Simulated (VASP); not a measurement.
Set up this calculation in VASP 6.6.1, as the native input.

```
Task                   : single point
Functional             : LDA
Potentials or basis    : VASP PAW LDA potentials, release 64 (Ge_d, Pt)
Cutoff                 : 520 eV
k mesh                 : 5 × 8 × 5
Occupations            : fermi-dirac, width 0.1 eV
Spin                   : no spin polarisation
Dipole correction      : no
Further INCAR settings : ALGO = Normal; EDIFF = 1e-07; NBANDS = 58
```

The structure of GePt lies in POSCAR:

```
GePt
1.0
    5.6936435999      0.0000000000      0.0000000000
    0.0000000000      3.6925831047      0.0000000000
    0.0000000000      0.0000000000      6.0320437036
Ge Pt
4 4
Direct
    0.1853422384      0.2500000000      0.5892217800
    0.3146577616      0.7500000000      0.0892217800
    0.6853422384      0.2500000000      0.9107782200
    0.8146577616      0.7500000000      0.4107782200
    1.0005631116      0.2500000000      0.1910960915
    0.4994368884      0.7500000000      0.6910960915
    0.5005631116      0.2500000000      0.3089039085
   -0.0005631116      0.7500000000      0.8089039085
```

These files were run (other wordings do the same):

INCAR

```
  PREC = Accurate
  ENCUT = 520
  EDIFF = 1E-7
  ISMEAR = -1
  SIGMA = 0.1
  LREAL = False
  LASPH = True
  NELM = 80
  ALGO = Normal
  ISIF = 2
  LWAVE = False
  LCHARG = True
  LELF = True
  LVHAR = True
  NBANDS = 58
```

KPOINTS

```
Automatic mesh
0
Gamma
  5 8 5
```

Potentials or basis: VASP PAW LDA potentials, release 64 (Ge_d, Pt).

Command:

```console
$ cat potpaw_LDA.64/Ge_d/POTCAR potpaw_LDA.64/Pt/POTCAR > POTCAR
$ mpirun -np 1 vasp_std > vasp.out
```

Results of the run:

```
Pressure               : 0.7 GPa
Largest force          : 0.023 eV/Å
Band gap on the k mesh : zero (band 48 reaches 10.75 eV, above the bottom of band 49 at 9.27 eV)
```

Caveat: spin-orbit coupling is left out, which moves the levels of the heavy elements.

It took 5.8 min on 1 thread of Intel Xeon 6975P-C (shared host), peak memory 0.36 GiB.
